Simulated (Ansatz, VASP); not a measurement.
**One calculation of Fe, two programs**

```xyz
2
Lattice="2.5177 0.0000 0.0000 -1.2588 2.1804 0.0000 0.0000 0.0000 4.3745" Properties=species:S:1:pos:R:3 pbc="T T T"
Fe    0.0000    1.4536    1.0936
Fe    1.2588    0.7268    3.2809
```

Alike in both runs: functional PBE; k mesh 14 × 14 × 8; occupations fermi-dirac, width 0.05 eV; collinear spin.

Ansatz relaxed the structure, and its values are those at the end. VASP's run is a single point on that final structure, the one shown.

|  | VASP | Ansatz |
| --- | --- | --- |
| version | VASP 6.6.1 | Ansatz 0.2.0 |
| potentials or method | VASP PAW PBE potentials, release 64 (Fe), cutoff 520 eV | plane waves (420 eV) with PAW, scalar-relativistic |
| valence electrons in the cell | 16 | 32 |

```csv
,VASP,Ansatz,Ansatz less VASP
pressure (GPa),-0.2,0.0,+0.17
net moment per atom (μB),2.54,2.53,-0.002
size of the moment on the site where the two differ most (μB),2.53,2.56,+0.034
```

Site moments also hang on the region over which each program counts them. VASP's potentials hold 16 valence electrons a cell and Ansatz's 32, so a difference there can come from the potentials and not from the codes.
